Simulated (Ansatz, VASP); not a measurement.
**PbSe in VASP and in Ansatz**

The input INCAR:

```
PREC = Accurate
ENCUT = 520
EDIFF = 1E-6
ISMEAR = 0
SIGMA = 0.05
LREAL = False
LASPH = True
NELM = 80
ALGO = Normal
ISIF = 2
LWAVE = False
LCHARG = True
GGA = PE
LELF = True
LVHAR = True
NBANDS = 17
```

The input KPOINTS:

```
regular mesh
0
Gamma
  9 9 9
```

Contents of POSCAR:

```
PbSe
1.0
    0.0000000000      3.0621500000      3.0621500000
    3.0621500000      0.0000000000      3.0621500000
    3.0621500000      3.0621500000      0.0000000000
Pb Se
1 1
Direct
    0.0000000000      0.0000000000      0.0000000000
    0.5000000000      0.5000000000      0.5000000000
```

Input for Ansatz:

```yaml
crystal:
  lattice:
    - [0.0, 3.06215, 3.06215]
    - [3.06215, 0.0, 3.06215]
    - [3.06215, 3.06215, 0.0]
  atoms:
    - { symbol: Pb, position: [0.0, 0.0, 0.0] }
    - { symbol: Se, position: [0.5, 0.5, 0.5] }
kpoints:
  mp_grid: { grid: [9, 9, 9] }
scf:
  occupations: { method: gaussian, width: 0.05 }
hamiltonian:
  xc: pbe
  pseudopotentials: { kind: all_electron, lapw: { basis_error: 0.00025 } }
output:
  forces: true
  stress: true
  eigenvalues: true
```

Alike in both runs: task single point; functional PBE; k mesh 9 × 9 × 9; occupations gaussian, width 0.05 eV; no spin polarisation.

|  | VASP | Ansatz |
| --- | --- | --- |
| version | VASP 6.6.1 | Ansatz 0.2.0 |
| potentials or method | VASP PAW PBE potentials, release 64 (Pb_d, Se), cutoff 520 eV | all-electron LAPW, scalar-relativistic |

|  | VASP | Ansatz | Ansatz less VASP |
| --- | --- | --- | --- |
| pressure (GPa) | 2.3 | 2.3 | +0.02 |

Ansatz ran all-electron here, and VASP with PAW potentials.

Spin-orbit coupling is off throughout.
